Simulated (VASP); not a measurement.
Crystal: Hf.

```
Hf
1.0
     0.00000    2.22000    2.22000
     2.22000    0.00000    2.22000
     2.22000    2.22000    0.00000
Hf
1
Direct
  0.00000 0.00000 0.00000
```

| Property | Result |
| --- | --- |
| Program | VASP 6.6.1 |
| Task | relaxation of cell and atoms |
| Functional | r2SCAN |
| Potentials or basis | VASP PAW PBE potentials, release 64 (Hf_pv) |
| Cutoff | 600 eV |
| k mesh | 10 × 10 × 10 |
| Occupations | fermi-dirac, width 0.05 eV |
| Spin | no spin polarisation |

At the start: pressure 2.1 GPa; volume 21.88 Å³/atom.

**Question.** Where does the relaxation end?

**Answer.** Over 3 steps the energy falls by 2.8 meV/atom and the volume is 22.33 Å³/atom (+2.0 %); space group Fm-3m (No. 225, to 0.05 Å).

The path:
```csv
step,energy change (eV),largest force (eV/Å),pressure (GPa),volume (Å³)
1,0.0000,0.0000,2.05,21.88
2,0.0000,0.0000,-1.98,22.78
3,-0.0028,0.0000,-0.01,22.33
```

Final structure:
```xyz
1
Lattice="0.0000 2.2350 2.2350 2.2350 0.0000 2.2350 2.2350 2.2350 0.0000" Properties=species:S:1:pos:R:3 pbc="T T T"
Hf    0.0000    0.0000    0.0000
```

Caveat: the PAW data sets were made with another functional, which shifts forces and pressure a little.
